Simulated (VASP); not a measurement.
# MoS2 (R-3m) in VASP: settings compared

The runs below take MoS2 through single point, with LDA, r2SCAN.

Program: VASP 6.6.1. These are calculated values, not measurements. Logs are shortened: lines on timing, memory, paths and dates and some standing lists are left out, and cuts for length are marked.

### 1 The cell of the first run

It takes space group R-3m (No. 166, trigonal). The conventional cell has a = 3.193 Å, b = 3.193 Å, c = 18.232 Å, α = 90.00°, β = 90.00°, γ = 120.00°. Within 3.2 Å of Mo (site symmetry -3m) lie 6 S at 2.42 Å and 6 Mo at 3.19 Å. Within 3.2 Å of S (site symmetry 3m) lie 3 Mo at 2.42 Å and 6 S at 3.19 Å.

### 2 Single point, LDA

INCAR reads:

```
PREC = Accurate ; ENCUT = 520
EDIFF = 1E-6 ; ISMEAR = -1
SIGMA = 0.02 ; LREAL = F
LASPH = T ; NELM = 100
ALGO = Normal ; ISIF = 2
LWAVE = F ; LCHARG = T
GGA = CA ; LELF = T
LVHAR = T ; NBANDS = 20
```

KPOINTS reads:

```
Automatic mesh
0
Gamma
  6 6 6
```

POSCAR reads:

```
MoS2
1.0
    1.5965300421      0.9217570496      6.0772315024
   -1.5965300421      0.9217570496      6.0772315024
    0.0000000000     -1.8435140992      6.0772315024
Mo S
1 2
Direct
    0.0000000000      0.0000000000      0.0000000000
    0.2474267352      0.2474267352      0.2474267352
    0.7525732648      0.7525732648      0.7525732648
```

Potentials or basis: VASP PAW LDA potentials, release 64 (Mo_sv, S).

Launch:

```bash
cat potpaw_LDA.64/Mo_sv/POTCAR potpaw_LDA.64/S/POTCAR > POTCAR
mpirun -np 1 vasp_std > vasp.out
```

OUTCAR:

```text
PREC = Accurate
   ENCUT = 520
   EDIFF = 1E-6
   ISMEAR = -1
   LREAL = F
   LASPH = T
   NELM = 100
   ISIF = 2
   GGA = CA

 ion  position               nearest neighbor table
   1  0.000  0.000  0.000-   3 2.42   3 2.42   2 2.42   2 2.42   3 2.42   2 2.42
   2  0.247  0.247  0.247-   1 2.42   1 2.42   1 2.42
   3  0.753  0.753  0.753-   1 2.42   1 2.42   1 2.42

  LATTYP: Found a trigonal (rhomboedric) cell.
 ALAT       =     6.3506918495
 COS(alpha) =     0.8736014461

  Lattice vectors:

 A1 = (   1.5965300421,   0.9217570496,   6.0772315024)
 A2 = (  -1.5965300421,   0.9217570496,   6.0772315024)
 A3 = (   0.0000000000,  -1.8435140992,   6.0772315024)

Analysis of symmetry for initial positions (statically):
=====================================================================
 Subroutine PRICEL returns:
 Original cell was already a primitive cell.

 Routine SETGRP: Setting up the symmetry group for a
 trigonal (rhombohedral) supercell.

 Subroutine GETGRP returns: Found 12 space group operations
 (whereof 12 operations were pure point group operations)
 out of a pool of 12 trial point group operations.

The static configuration has the point symmetry D_3d.

Analysis of symmetry for dynamics (positions and initial velocities):
=====================================================================
 Subroutine PRICEL returns:
 Original cell was already a primitive cell.

 Routine SETGRP: Setting up the symmetry group for a
 trigonal (rhombohedral) supercell.

 Subroutine GETGRP returns: Found 12 space group operations
 (whereof 12 operations were pure point group operations)
 out of a pool of 12 trial point group operations.

The dynamic configuration has the point symmetry D_3d.

 Subroutine INISYM returns: Found 12 space group operations
 (whereof 12 operations are pure point group operations),
 and found     1 'primitive' translations

----------------------------------------------------------------------------------------

                                     Primitive cell

  volume of cell :      53.6600

  direct lattice vectors                    reciprocal lattice vectors
     1.596530042  0.921757050  6.077231502     0.313179199  0.180814095  0.054849537
    -1.596530042  0.921757050  6.077231502    -0.313179199  0.180814095  0.054849537
     0.000000000 -1.843514099  6.077231502     0.000000000 -0.361628190  0.054849537
[... 76 lines left out ...]
 SYSTEM =  unknown system
   PREC   = accura    normal or accurate (medium, high low for compatibility)
   ISTART =      0    job   : 0-new  1-cont  2-samecut
   ICHARG =      2    charge: 1-file 2-atom 10-const
   ISPIN  =      1    spin polarized calculation?
   LNONCOLLINEAR =      F non collinear calculations
   LSORBIT =      F    spin-orbit coupling
   LASPH  =      T    aspherical Exc in radial PAW
   ENCUT  =  520.0 eV  38.22 Ry    6.18 a.u.  11.81 11.81 11.81*2*pi/ulx,y,z
   NELM   =    100;   NELMIN=  2; NELMDL= -5     # of ELM steps
   EDIFF  = 0.1E-05   stopping-criterion for ELM
   LREAL  =      F    real-space projection
   EDIFFG = 0.1E-04   stopping-criterion for IOM
   NSW    =      0    number of steps for IOM
   IBRION =     -1    ionic relax: 0-MD 1-quasi-New 2-CG
   NFREE  =      0    steps in history (QN), initial steepest desc. (CG)
   ISIF   =      2    stress and relaxation
   ISYM   =      2    0-nonsym 1-usesym 2-fastsym
   POTIM  = 0.5000    time-step for ionic-motion
   TEBEG  =    0.0;   TEEND  =   0.0 temperature during run
   PSTRESS=    0.0 pullay stress
   NELECT =      26.0000    total number of electrons
   NUPDOWN=      -1.0000    fix difference up-down
   EMIN   =  10.00;   EMAX   =-10.00  energy-range for DOS
   EFERMI =   0.00;   METHOD = LEGACY
   ISMEAR =    -1;   SIGMA  =   0.02  broadening in eV -4-tet -1-fermi 0-gaus
   EFERMI_NEDOS =   21; number of points for ismear=-14 and -15
   IALGO  =     38    algorithm
   IMIX   =      4    mixing-type and parameters
     AMIX     =   0.40;   BMIX     =  1.00
     AMIX_MAG =   1.60;   BMIX_MAG =  1.00
  volume/ion in A,a.u.               =      17.89       120.71
  Fermi-wavevector in a.u.,A,eV,Ry     =   1.285827  2.429860 22.495194  1.653350
  Thomas-Fermi vector in A             =   2.417938
   LORBIT       =      0    0 simple, 1 ext, 2 COOP (PROOUT), +10 PAW based schemes
   GGA     = CA    functional components
   LHFCALC =     F    Hartree Fock is set to
   AEXX    =    0.0000 exact exchange contribution
   IVDW    =     0    specifies the selected vdW correction
   LEPSILON=     F    determine dielectric tensor
   LRPA    =     F    only Hartree local field effects (RPA)
 non-spin polarized calculation
  energy-cutoff  :      520.00
  volume of cell :       53.66
 maximum number of plane-waves:      1460
   NGX = 23   NGY = 23   NGZ = 23

 number of electron      26.0000001 magnetization

 Free energy of the ion-electron system (eV)
  ---------------------------------------------------
  ext. energy  EPLUGINS =         0.00000000
  ---------------------------------------------------
  free energy    TOTEN  =       -23.64935815 eV

  energy without entropy =      -23.64775599  energy(sigma->0) =      -23.64855707

 E-fermi :   7.3318     XC(G=0): -11.1426

 val. band max:        7.3202550250   @ k =   0.1667   0.1667   0.1667
 cond. band min:       7.3542581806   @ k =   0.0000   0.0000   0.0000
 fundamental gap:      0.0340031556
 Fermi energy:         7.3318056232

 k-point     1 :       0.0000    0.0000    0.0000
  band No.  band energies     occupation
      1     -53.9143      2.00000
      2     -28.1617      2.00000
      3     -28.0843      2.00000
      4     -28.0843      2.00000
      5      -7.4160      2.00000
      6      -5.8008      2.00000
[... 541 lines left out ...]
     19      14.2312      0.00000
     20      15.8694      0.00000

 [... further k-points ...]
[... 5 lines left out ...]
  --------------------------------------------------------------------------------------
  -------------------------------------------------------------------------------------
  Total       -2.0665813     -2.0665813     -1.3311224      0.0000000     -0.0000000      0.0000000
  in kB      -61.7038806    -61.7038806    -39.7445855      0.0000000     -0.0000000      0.0000000
  external PRESSURE =     -54.3841156 kB  Pullay stress =       0.0000000 kB

 VOLUME and BASIS-vectors are now :
 -----------------------------------------------------------------------------
  energy-cutoff  :      520.00
  volume of cell :       53.66
      direct lattice vectors                 reciprocal lattice vectors
     1.596530042  0.921757050  6.077231502     0.313179199  0.180814095  0.054849537
    -1.596530042  0.921757050  6.077231502    -0.313179199  0.180814095  0.054849537
     0.000000000 -1.843514099  6.077231502     0.000000000 -0.361628190  0.054849537

 POSITION                                       TOTAL-FORCE (eV/Angst)
 -----------------------------------------------------------------------------------
      0.00000      0.00000      0.00000         0.000000     -0.000000      0.000000
      0.00000      0.00000      4.51101         0.000000      0.000000      0.225266
      0.00000      0.00000     13.72069         0.000000     -0.000000     -0.225266
 -----------------------------------------------------------------------------------
    total drift:                               -0.000000     -0.000000     -0.000000

  FREE ENERGIE OF THE ION-ELECTRON SYSTEM (eV)
  ---------------------------------------------------
  free  energy   TOTEN  =       -23.6493581458 eV

  energy  without entropy=      -23.6477559918  energy(sigma->0) =      -23.64855707
```

stdout:

```text
POSCAR found type information on POSCAR MoS
 POSCAR found :  2 types and       3 ions
 scaLAPACK will be used
 LDA part: xc-table for (Slater(with rela. corr.)+CA(PZ))
 , standard interpolation
 POSCAR, INCAR and KPOINTS ok, starting setup
 FFT: planning ... GRIDC
 FFT: planning ... GRID_SOFT
 FFT: planning ... GRID
 WAVECAR not read
 entering main loop
```

Wall time 63 s (1 thread of Intel Xeon Platinum 8488C (Sapphire Rapids), shared host); peak memory 0.25 GiB.

Results:

```yaml
Free_energy: -23.6494 eV
Pressure: -5.4 GPa
Largest_force: 0.225 eV/Å
Band_gap_on_the_k_mesh: zero (band 13 reaches 7.83 eV, above the bottom of band 14 at 7.22 eV)
```

Forces in eV/Å, atoms in the order of the input:
```
Mo   0.000  0.000  0.000
S    0.000  0.000  0.225
S    0.000  0.000 -0.225
```

Stress tensor (GPa, compression positive):
```
-6.17  0.00  0.00
 0.00 -6.17  0.00
 0.00  0.00 -3.97
```

Levels at points of the mesh, in eV from the Fermi level:
| k point | band 11 | band 12 | band 13 | band 14 | band 15 | band 16 |
| --- | --- | --- | --- | --- | --- | --- |
| (0.00, 0.00, 0.00) | -1.13 | -0.77 | -0.77 | 0.02 | 0.02 | 3.37 |
| (0.50, 0.00, 0.00) | -2.57 | -1.71 | -1.28 | 1.23 | 2.09 | 3.35 |
| (0.50, 0.50, 0.00) | -2.60 | -2.08 | -1.56 | 1.23 | 1.84 | 3.88 |
| (0.50, 0.50, 0.50) | -0.75 | -0.75 | -0.11 | -0.11 | 0.11 | 3.51 |

Caveat: the k points lie up to 0.38 Å⁻¹ apart.

[end of part 1 of 2]
